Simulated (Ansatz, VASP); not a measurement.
ZnS in VASP and in Ansatz

```
Zn S
1.0
     0.08114    2.74522    2.74522
     2.74522    0.08114    2.74522
     2.74522    2.74522    0.08114
Zn S
1 1
Direct
  0.00000 0.00000 0.00000
  0.75000 0.75000 0.75000
```

Change from the starting cell: equal xy, yz and zx shear strains of +3 %, crystal datasets.

Alike in both runs: task electric field gradients; functional PBE; k mesh 8 × 8 × 8; occupations fermi-dirac, width 0.01 eV; no spin polarisation.

```csv
,VASP,Ansatz
version,VASP 6.6.1,Ansatz 0.2.0
potentials or method,"VASP PAW PBE potentials, release 64 (Zn, S), cutoff 520 eV","all-electron PAW with datasets made for the crystal, scalar-relativistic"
```

|  | VASP | Ansatz | Ansatz less VASP |
| --- | --- | --- | --- |
| gap on the k mesh at the Fermi level (eV) | 2.02 | 2.02 | -0.001 |
| pressure (GPa) | 1.8 | 1.7 | -0.15 |
| traceless stress, the component that is largest in VASP (GPa) | -1.94 | -1.92 | +0.016 |
| rms of the force components (eV/Å) | 0.140 | 0.137 | -0.0028 |
| size of Vzz on the site where it differs most (V/Å²) | 18.4 | 17.5 | -0.94 |

Atom by atom the forces differ by 0.003 eV/Å (rms over components). Ansatz ran all-electron here, and VASP with PAW potentials.
